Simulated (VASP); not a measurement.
A run of VASP 6.6.1 is set up as follows.

Contents of POSCAR:

```
CuSb
1.0
    0.0000000000      2.9193516584      2.9193516584
    2.9193516584      0.0000000000      2.9193516584
    2.9193516584      2.9193516584      0.0000000000
Cu Sb
1 1
Direct
    0.0000000000      0.0000000000      0.0000000000
    0.2500000000      0.2500000000      0.2500000000
```

File INCAR.step1:

```
SYSTEM = CuSb
PREC = Accurate
ENCUT = 660
ISMEAR = 0
SIGMA = 0.05
LREAL = .FALSE.
LASPH = .TRUE.
NELM = 120
NBANDS = 15
GGA = PE
ALGO = Normal
EDIFF = 1E-5
LWAVE = .TRUE.
LCHARG = .FALSE.
GGA_COMPAT = .FALSE.
```

INCAR.step2

```
SYSTEM = CuSb
PREC = Accurate
ENCUT = 660
EDIFF = 1E-6
ISMEAR = 0
SIGMA = 0.05
LREAL = .FALSE.
LASPH = .TRUE.
NELM = 120
ALGO = Normal
ISIF = 2
LWAVE = .FALSE.
LCHARG = .FALSE.
METAGGA = R2SCAN
LMIXTAU = .TRUE.
NBANDS = 15
ISTART = 1
GGA_COMPAT = .FALSE.
```

File KPOINTS:

```
Automatic mesh
0
G
  10 10 10
  0 0 0
```

Potentials or basis: VASP PAW PBE potentials, release 64 (Cu, Sb).

The run is started by

```sh
$ cat potpaw_PBE.64/Cu/POTCAR potpaw_PBE.64/Sb/POTCAR > POTCAR
$ cp INCAR.step1 INCAR
$ mpirun -np 1 vasp_std > vasp.out
$ cp INCAR.step2 INCAR
$ mpirun -np 1 vasp_std > vasp.out
```

(1) Estimate the pressure.

(2) Predict the band gap on the k mesh.

Answers

(1) -1.2 GPa.

(2) zero (bands 8 and 9 overlap by 3.97 eV).

Caveat: the PAW data sets were made with another functional, which shifts forces and pressure a little; spin-orbit coupling is left out, which moves the levels of the heavy elements.
